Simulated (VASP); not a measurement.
# TiO2 (C2/m) in VASP: notebook

TiO2 is run at these levels: PBE, BLYP+D4, PBEsol+D3(BJ); tasks: single point.

All numbers are computed with VASP 6.6.1; they aren't measurements. Logs are shortened: lines on timing, memory, paths and dates and some standing lists are left out, and cuts for length are marked.

### 1 The cell of the first run

It takes space group C2/m (No. 12, monoclinic). Conventional cell: a = 12.225 Å, b = 3.742 Å, c = 6.572 Å, α = 90.00°, β = 106.95°, γ = 90.00°. Ti (site symmetry m) has 6 O at 1.85 to 2.14 Å within 2.5 Å. Within 2.3 Å of Ti (site symmetry m) lie 5 O at 1.77 to 2.02 Å. Within 2.6 Å of O (site symmetry m) lie 3 Ti at 1.93 to 2.02 Å and 2 O at 2.51 Å. O (site symmetry m) has 4 Ti at 1.95 to 2.32 Å and 2 O at 2.51 Å within 2.6 Å. Within 2.3 Å of O (site symmetry m) lie 2 Ti at 1.77 to 1.86 Å. Within 2.5 Å of O (site symmetry m) lie 3 Ti at 1.85 to 2.14 Å.

### 2 Single point, PBE

Contents of INCAR:

```
SYSTEM = TiO2
PREC = Accurate ; ENCUT = 520
EDIFF = 1E-6 ; ISMEAR = -1
SIGMA = 0.05 ; LREAL = .False.
LASPH = .True. ; NELM = 100
ALGO = Normal ; ISIF = 2
LWAVE = .False. ; LCHARG = .True.
GGA = PE ; LELF = .True.
LVHAR = .True. ; NBANDS = 60
```

Contents of KPOINTS:

```
regular mesh
0
Gamma
  8 8 4
  0 0 0
```

Contents of POSCAR:

```
TiO2
1.0
    6.1122767729     -1.8708273909      0.0000000000
    6.1122767729      1.8708273909      0.0000000000
   -1.9153839319      0.0000000000      6.2864893037
Ti O
4 8
Direct
    0.9000710000      0.9000710000      0.2896020000
    0.1952860000      0.1952860000      0.2837620000
    0.0999290000      0.0999290000      0.7103980000
    0.8047140000      0.8047140000      0.7162380000
    0.3619310000      0.3619310000      0.2933970000
    0.2634885000      0.2634885000      0.6525000000
    0.8671885000      0.8671885000      0.9952910000
    0.7365115000      0.7365115000      0.3475000000
    0.9416475000      0.9416475000      0.6300210000
    0.1328115000      0.1328115000      0.0047090000
    0.6380690000      0.6380690000      0.7066030000
    0.0583525000      0.0583525000      0.3699790000
```

Potentials or basis: VASP PAW PBE potentials, release 64 (Ti_sv, O).

The run is started by

```
$ cat potpaw_PBE.64/Ti_sv/POTCAR potpaw_PBE.64/O/POTCAR > POTCAR
$ mpirun -np 1 vasp_std > vasp.out
```

OUTCAR:

```text
SYSTEM = TiO2
   PREC = Accurate
   ENCUT = 520
   EDIFF = 1E-6
   ISMEAR = -1
   LREAL = .False.
   LASPH = .True.
   NELM = 100
   ISIF = 2
   GGA = PE

 ion  position               nearest neighbor table
   1  0.900  0.900  0.290-  12 1.85   7 1.86   5 1.93   5 1.93   8 2.14   9 2.14
   2  0.195  0.195  0.284-  10 1.77  12 1.92   8 1.95   8 1.95   5 2.02   6 2.32
   3  0.100  0.100  0.710-   9 1.85  10 1.86  11 1.93  11 1.93   6 2.14  12 2.14
   4  0.805  0.805  0.716-   7 1.77   9 1.92   6 1.95   6 1.95  11 2.02   8 2.32
   5  0.362  0.362  0.293-   1 1.93   1 1.93   2 2.02
   6  0.263  0.263  0.653-   4 1.95   4 1.95   3 2.14   2 2.32
   7  0.867  0.867  0.995-   4 1.77   1 1.86
   8  0.737  0.737  0.347-   2 1.95   2 1.95   1 2.14   4 2.32
   9  0.942  0.942  0.630-   3 1.85   4 1.92   1 2.14
  10  0.133  0.133  0.005-   2 1.77   3 1.86
  11  0.638  0.638  0.707-   3 1.93   3 1.93   4 2.02
  12  0.058  0.058  0.370-   1 1.85   2 1.92   3 2.14

  LATTYP: Found a base centered monoclinic cell.
 ALAT       =    12.2245535458
 B/A-ratio  =     0.3060770087
 C/A-ratio  =     0.5375907333
 COS(beta)  =    -0.2914546970

  Lattice vectors:

 A1 = (   6.1122767729,  -1.8708273909,   0.0000000000)
 A2 = (   6.1122767729,   1.8708273909,   0.0000000000)
 A3 = (  -1.9153839319,   0.0000000000,   6.2864893037)

Analysis of symmetry for initial positions (statically):
=====================================================================
 Subroutine PRICEL returns:
 Original cell was already a primitive cell.

 Routine SETGRP: Setting up the symmetry group for a
 base centered monoclinic supercell.

 Subroutine GETGRP returns: Found  4 space group operations
 (whereof  4 operations were pure point group operations)
 out of a pool of  4 trial point group operations.

The static configuration has the point symmetry C_2h.

Analysis of symmetry for dynamics (positions and initial velocities):
=====================================================================
 Subroutine PRICEL returns:
 Original cell was already a primitive cell.

 Routine SETGRP: Setting up the symmetry group for a
 base centered monoclinic supercell.

 Subroutine GETGRP returns: Found  4 space group operations
 (whereof  4 operations were pure point group operations)
 out of a pool of  4 trial point group operations.

The dynamic configuration has the point symmetry C_2h.

 Subroutine INISYM returns: Found  4 space group operations
 (whereof  4 operations are pure point group operations),
 and found     1 'primitive' translations

----------------------------------------------------------------------------------------

                                     Primitive cell

  volume of cell :     143.7722

  direct lattice vectors                    reciprocal lattice vectors
     6.112276773 -1.870827391  0.000000000     0.081802578 -0.267261428  0.024923823
     6.112276773  1.870827391  0.000000000     0.081802578  0.267261428  0.024923823
    -1.915383932  0.000000000  6.286489304     0.000000000  0.000000000  0.159071296

  length of vectors
     6.392176662  6.392176662  6.571806705     0.280609212  0.280609212  0.159071296

  position of ions in fractional coordinates (direct lattice)
     0.900071000  0.900071000  0.289602000
     0.195286000  0.195286000  0.283762000
     0.099929000  0.099929000  0.710398000
     0.804714000  0.804714000  0.716238000
     0.361931000  0.361931000  0.293397000
     0.263488500  0.263488500  0.652500000
     0.867188500  0.867188500  0.995291000
     0.736511500  0.736511500  0.347500000
     0.941647500  0.941647500  0.630021000
     0.132811500  0.132811500  0.004709000
     0.638069000  0.638069000  0.706603000
     0.058352500  0.058352500  0.369979000

  ion indices of the primitive-cell ions
   primitive index   ion index
                 1           1
                 2           2
                 3           3
                 4           4
                 5           5
                 6           6
                 7           7
                 8           8
                 9           9
                10          10
                11          11
                12          12

----------------------------------------------------------------------------------------

 KPOINTS: regular mesh

Automatic generation of k-mesh.
 Grid dimensions read from file:
 generate k-points for:    8    8    4

 Generating k-lattice:

  Cartesian coordinates                     Fractional coordinates (reciprocal lattice)
     0.010225322 -0.033407678  0.003115478     0.125000000  0.000000000 -0.000000000
     0.010225322  0.033407678  0.003115478     0.000000000  0.125000000 -0.000000000
     0.000000000  0.000000000  0.039767824     0.000000000  0.000000000  0.250000000

  Length of vectors
     0.035076151  0.035076151  0.039767824

  Shift w.r.t. Gamma in fractional coordinates (k-lattice)
     0.000000000  0.000000000  0.000000000

 Subroutine IBZKPT returns following result:
 ===========================================

 Found     78 irreducible k-points:

 Following reciprocal coordinates:
            Coordinates               Weight
  0.000000  0.000000  0.000000      1.000000
  0.125000  0.000000  0.000000      4.000000
  0.250000  0.000000  0.000000      4.000000
  0.375000 -0.000000 -0.000000      4.000000
  0.500000  0.000000  0.000000      2.000000
  0.125000  0.125000  0.000000      2.000000
[... 16 lines left out ...]
  0.125000  0.000000  0.250000      4.000000
  0.250000  0.000000  0.250000      4.000000
 [... further k-points ...]
   k-points           NKPTS =     78   k-points in BZ     NKDIM =     78   number of bands    NBANDS=     60
   number of dos      NEDOS =    301   number of ions     NIONS =     12
   total plane-waves  NPLWV = 115200
   dimension x,y,z NGX =    48 NGY =   48 NGZ =   50
   dimension x,y,z NGXF=    96 NGYF=   96 NGZF=  100
   ions per type =               4   8
   NGX,Y,Z   is equivalent  to a cutoff of  12.48, 12.48, 12.65 a.u.
   NGXF,Y,Z  is equivalent  to a cutoff of  24.97, 24.97, 25.30 a.u.
 SYSTEM =  TiO2
   PREC   = accura    normal or accurate (medium, high low for compatibility)
   ISTART =      0    job   : 0-new  1-cont  2-samecut
   ICHARG =      2    charge: 1-file 2-atom 10-const
   ISPIN  =      1    spin polarized calculation?
   LNONCOLLINEAR =      F non collinear calculations
   LSORBIT =      F    spin-orbit coupling
   LASPH  =      T    aspherical Exc in radial PAW
   ENCUT  =  520.0 eV  38.22 Ry    6.18 a.u.  11.89 11.89 12.22*2*pi/ulx,y,z
   NELM   =    100;   NELMIN=  2; NELMDL= -5     # of ELM steps
   EDIFF  = 0.1E-05   stopping-criterion for ELM
   LREAL  =      F    real-space projection
   EDIFFG = 0.1E-04   stopping-criterion for IOM
   NSW    =      0    number of steps for IOM
   IBRION =     -1    ionic relax: 0-MD 1-quasi-New 2-CG
   NFREE  =      0    steps in history (QN), initial steepest desc. (CG)
   ISIF   =      2    stress and relaxation
   ISYM   =      2    0-nonsym 1-usesym 2-fastsym
   POTIM  = 0.5000    time-step for ionic-motion
   TEBEG  =    0.0;   TEEND  =   0.0 temperature during run
   PSTRESS=    0.0 pullay stress
   NELECT =      96.0000    total number of electrons
   NUPDOWN=      -1.0000    fix difference up-down
   EMIN   =  10.00;   EMAX   =-10.00  energy-range for DOS
   EFERMI =   0.00;   METHOD = LEGACY
   ISMEAR =    -1;   SIGMA  =   0.05  broadening in eV -4-tet -1-fermi 0-gaus
   EFERMI_NEDOS =   21; number of points for ismear=-14 and -15
   IALGO  =     38    algorithm
   IMIX   =      4    mixing-type and parameters
     AMIX     =   0.40;   BMIX     =  1.00
     AMIX_MAG =   1.60;   BMIX_MAG =  1.00
  volume/ion in A,a.u.               =      11.98        80.85
  Fermi-wavevector in a.u.,A,eV,Ry     =   1.430892  2.703994 27.857285  2.047453
  Thomas-Fermi vector in A             =   2.550688
   LORBIT       =      0    0 simple, 1 ext, 2 COOP (PROOUT), +10 PAW based schemes
   GGA     = PE    functional components
   LHFCALC =     F    Hartree Fock is set to
   AEXX    =    0.0000 exact exchange contribution
   IVDW    =     0    specifies the selected vdW correction
   LEPSILON=     F    determine dielectric tensor
   LRPA    =     F    only Hartree local field effects (RPA)
 non-spin polarized calculation
  energy-cutoff  :      520.00
  volume of cell :      143.77
 maximum number of plane-waves:      3893
   NGX = 23   NGY = 23   NGZ = 25

 number of electron      96.0000004 magnetization

 Free energy of the ion-electron system (eV)
  ---------------------------------------------------
  ext. energy  EPLUGINS =         0.00000000
  ---------------------------------------------------
  free energy    TOTEN  =      -107.76783863 eV

  energy without entropy =     -107.76783863  energy(sigma->0) =     -107.76783863

 E-fermi :   3.8427     XC(G=0): -10.3732

 val. band max:        2.6691018165   @ k =  -0.3750   0.2500   0.5000
 cond. band min:       5.4643214253   @ k =   0.0000   0.0000   0.0000
 fundamental gap:      2.7952196088
 Fermi energy:         3.8426814556

 k-point     1 :       0.0000    0.0000    0.0000
  band No.  band energies     occupation
      1     -53.4279      2.00000
      2     -53.4150      2.00000
      3     -53.3302      2.00000
      4     -53.3235      2.00000
      5     -29.8539      2.00000
      6     -29.8031      2.00000
[... 52 lines left out ...]
     59       7.6270      0.00000
     60       7.8675      0.00000

 k-point     2 :       0.1250    0.0000    0.0000
  band No.  band energies     occupation
      1     -53.4272      2.00000
      2     -53.4145      2.00000
      3     -53.3298      2.00000
      4     -53.3235      2.00000
      5     -29.8512      2.00000
      6     -29.8013      2.00000
[... 52 lines left out ...]
     59       7.4147      0.00000
     60       7.4477      0.00000

 k-point     3 :       0.2500    0.0000    0.0000
  band No.  band energies     occupation
      1     -53.4254      2.00000
      2     -53.4134      2.00000
      3     -53.3286      2.00000
      4     -53.3239      2.00000
      5     -29.8447      2.00000
      6     -29.7984      2.00000
[... 1312 lines left out ...]
     59       7.4292      0.00000
     60       7.4682      0.00000

 k-point    24 :       0.2500    0.0000    0.2500
  band No.  band energies     occupation
      1     -53.4251      2.00000
      2     -53.4136      2.00000
      3     -53.3289      2.00000
      4     -53.3237      2.00000
      5     -29.8440      2.00000
      6     -29.7985      2.00000
[... 52 lines left out ...]
     59       7.3580      0.00000
     60       7.4057      0.00000

 [... further k-points ...]

------------------------ aborting loop because EDIFF is reached ----------------------------------------

  FORCE on cell =-STRESS in cart. coord.  units (eV):
  Direction    XX          YY          ZZ          XY          YZ          ZX
  --------------------------------------------------------------------------------------
  -------------------------------------------------------------------------------------
  Total        3.1443407      3.0294013      3.3155217      0.0000000      0.0000000      0.0739866
  in kB       35.0400948     33.7592266     36.9477121      0.0000000      0.0000000      0.8244965
  external PRESSURE =      35.2490112 kB  Pullay stress =       0.0000000 kB

 VOLUME and BASIS-vectors are now :
 -----------------------------------------------------------------------------
  energy-cutoff  :      520.00
  volume of cell :      143.77
      direct lattice vectors                 reciprocal lattice vectors
     6.112276773 -1.870827391  0.000000000     0.081802578 -0.267261428  0.024923823
     6.112276773  1.870827391  0.000000000     0.081802578  0.267261428  0.024923823
    -1.915383932  0.000000000  6.286489304     0.000000000  0.000000000  0.159071296

 POSITION                                       TOTAL-FORCE (eV/Angst)
 -----------------------------------------------------------------------------------
     10.44827      0.00000      1.82058        -0.054995      0.000000      0.012802
      1.84377      0.00000      1.78387        -0.046456      0.000000      0.040820
     -0.13910      0.00000      4.46591         0.054995      0.000000     -0.012802
      8.46540      0.00000      4.50262         0.046456      0.000000     -0.040820
      3.86248      0.00000      1.84444         0.054880      0.000000     -0.005604
      1.97124      0.00000      4.10193         0.052893      0.000000      0.004631
      8.69463      0.00000      6.25689         0.034922      0.000000      0.072999
      8.33793      0.00000      2.18456        -0.052893      0.000000     -0.004631
     10.30449      0.00000      3.96062        -0.054669      0.000000      0.009058
      1.61454      0.00000      0.02960        -0.034922      0.000000     -0.072999
      6.44669      0.00000      4.44205        -0.054880      0.000000      0.005604
      0.00468      0.00000      2.32587         0.054669      0.000000     -0.009058
 -----------------------------------------------------------------------------------
    total drift:                               -0.000000     -0.000000      0.000000

  FREE ENERGIE OF THE ION-ELECTRON SYSTEM (eV)
  ---------------------------------------------------
  free  energy   TOTEN  =      -107.7678386347 eV

  energy  without entropy=     -107.7678386346  energy(sigma->0) =     -107.76783863
```

Run time: 13 min. Hardware: 1 thread of Intel Xeon 6975P-C (Granite Rapids), shared host; peak memory 0.63 GiB.

Results:

- Free energy: -107.7678 eV
- Pressure: 3.5 GPa
- Largest force: 0.081 eV/Å
- Band gap on the k mesh: 2.80 eV, indirect (least direct gap 2.97 eV)

Forces on the atoms (eV/Å):
```
Ti  -0.055  0.000  0.013
Ti  -0.046  0.000  0.041
Ti   0.055  0.000 -0.013
Ti   0.046  0.000 -0.041
O    0.055  0.000 -0.006
O    0.053  0.000  0.005
O    0.035  0.000  0.073
O   -0.053  0.000 -0.005
O   -0.055  0.000  0.009
O   -0.035  0.000 -0.073
O   -0.055  0.000  0.006
O    0.055  0.000 -0.009
```

A k mesh can miss the band edges. Expect the measured gap to be larger: semilocal functionals such as PBE lack the derivative discontinuity.

### 3 Single point, PBE

This run uses another cell than the first one, of 12.23 Å³/atom, 1.020 times its volume.

Contents of INCAR:

```
PREC = Accurate ; ENCUT = 520
EDIFF = 1E-6 ; ISMEAR = -1
SIGMA = 0.05 ; LREAL = False
LASPH = True ; NELM = 60
ALGO = Normal ; ISIF = 2
LWAVE = False ; LCHARG = False
GGA = PE ; NBANDS = 60
```

Contents of KPOINTS:

```
regular mesh
0
Gamma
  3 3 2
```

Changes to POSCAR since step 2:

```diff
@@ -2,5 +2,5 @@
 1.0
-    6.1122767729     -1.8708273909      0.0000000000
-    6.1122767729      1.8708273909      0.0000000000
-   -1.9153839319      0.0000000000      6.2864893037
+    6.1535771931     -1.8834685000      0.0000000000
+    6.1535771931      1.8834685000      0.0000000000
+   -1.9283261078      0.0000000000      6.3289668713
 Ti O
```

Potentials or basis: VASP PAW PBE potentials, release 64 (Ti_sv, O).

The run is started by

```
$ cat potpaw_PBE.64/Ti_sv/POTCAR potpaw_PBE.64/O/POTCAR > POTCAR
$ mpirun -np 1 vasp_std > vasp.out
```

It took 2.4 min on 1 thread of AMD EPYC 7R13 (Zen 3), shared host; peak memory 0.31 GiB.

The run converged. Its results:

```
Free energy            : -107.8181 eV
Pressure               : -0.6 GPa
Largest force          : 0.076 eV/Å
Band gap on the k mesh : 2.74 eV, indirect (least direct gap 2.91 eV)
```

Forces on the atoms (eV/Å):
```
Ti  -0.048  0.000 -0.020
Ti  -0.005  0.000 -0.076
Ti   0.048  0.000  0.020
Ti   0.005  0.000  0.076
O    0.043  0.000 -0.046
O    0.062  0.000  0.036
O   -0.035  0.000  0.002
O   -0.062  0.000 -0.036
O    0.001  0.000  0.011
O    0.035  0.000 -0.002
O   -0.043  0.000  0.046
O   -0.001  0.000 -0.011
```

Stress tensor (GPa, compression positive):
```
-0.49  0.00 -0.05
 0.00 -0.75  0.00
-0.05  0.00 -0.55
```

Levels at points of the mesh, in eV from the valence-band top:
| k point | band 44 | band 45 | band 46 | band 47 | band 48 | band 49 | band 50 | band 51 | band 52 | band 53 |
| --- | --- | --- | --- | --- | --- | --- | --- | --- | --- | --- |
| (0.00, 0.00, 0.00) | -0.87 | -0.74 | -0.73 | -0.35 | -0.17 | 2.74 | 3.08 | 3.31 | 3.32 | 3.36 |
| (0.00, 0.00, 0.50) | -0.73 | -0.68 | -0.65 | -0.58 | -0.42 | 2.85 | 3.11 | 3.27 | 3.38 | 3.39 |

Caveat: the k points lie up to 0.58 Å⁻¹ apart. Expect the measured gap to be larger: semilocal functionals such as PBE lack the derivative discontinuity.

### 4 Single point, PBE

This run uses another cell than the first one, of 11.49 Å³/atom, 0.959 times its volume.

Contents of INCAR:

```
SYSTEM = TiO2
  ALGO = Normal
  EDIFF = 1E-6
  ENCUT = 520
  GGA = PE
  ISIF = 2
  ISMEAR = -1
  LASPH = .True.
  LCHARG = .False.
  LREAL = .False.
  LWAVE = .False.
  NBANDS = 60
  NELM = 100
  PREC = Accurate
  SIGMA = 0.05
```

Contents of KPOINTS:

```
k-points
0
Gamma
  8 8 4
  0 0 0
```

Changes to POSCAR since step 3:

```diff
@@ -2,5 +2,5 @@
 1.0
-    6.1535771931     -1.8834685000      0.0000000000
-    6.1535771931      1.8834685000      0.0000000000
-   -1.9283261078      0.0000000000      6.3289668713
+    6.0279587373     -1.8450195788      0.0000000000
+    6.0279587373      1.8450195788      0.0000000000
+   -1.8889614683      0.0000000000      6.1997680296
 Ti O
```

The run is started by

```
$ cat potpaw_PBE.64/Ti_sv/POTCAR potpaw_PBE.64/O/POTCAR > POTCAR
$ mpirun -np 1 vasp_std > vasp.out
```

Wall time 17 min (1 thread of Intel Xeon Platinum 8488C (Sapphire Rapids), shared host); peak memory 0.62 GiB.

It converged, with:

* Free energy: -107.4632 eV
* Pressure: 13.0 GPa
* Largest force: 0.353 eV/Å
* Band gap on the k mesh: 2.94 eV, indirect (least direct gap 3.13 eV)

Forces in eV/Å, atoms in the order of the input:
```
Ti  -0.182  0.000  0.141
Ti  -0.037  0.000  0.351
Ti   0.182  0.000 -0.141
Ti   0.037  0.000 -0.351
O    0.228  0.000  0.005
O    0.175  0.000 -0.048
O    0.202  0.000  0.261
O   -0.175  0.000  0.048
O   -0.184  0.000 -0.013
O   -0.202  0.000 -0.261
O   -0.228  0.000 -0.005
O    0.184  0.000  0.013
```

Stress tensor (GPa, compression positive):
```
12.89  0.00  0.29
 0.00 12.48  0.00
 0.29  0.00 13.65
```

Levels at points of the mesh, in eV from the valence-band top:
```csv
k point,band 44,band 45,band 46,band 47,band 48,band 49,band 50,band 51,band 52,band 53
"(0.00, 0.00, 0.00)",-0.80,-0.77,-0.73,-0.33,-0.19,2.94,3.33,3.58,3.60,3.63
"(0.50, 0.00, 0.00)",-1.03,-0.89,-0.45,-0.21,-0.13,3.36,3.41,3.89,3.95,4.22
"(0.50, 0.50, 0.00)",-0.95,-0.90,-0.59,-0.39,-0.12,3.10,3.15,3.70,3.79,3.80
"(0.00, 0.00, 0.50)",-0.74,-0.72,-0.62,-0.59,-0.43,3.07,3.35,3.54,3.67,3.67
"(0.50, 0.00, 0.50)",-0.83,-0.68,-0.51,-0.10,0.00,3.40,3.47,3.73,3.97,4.11
"(0.50, 0.50, 0.50)",-1.12,-0.88,-0.35,-0.23,-0.19,3.22,3.35,3.50,3.67,3.70
```

A k mesh can miss the band edges.

[end of part 1 of 2]
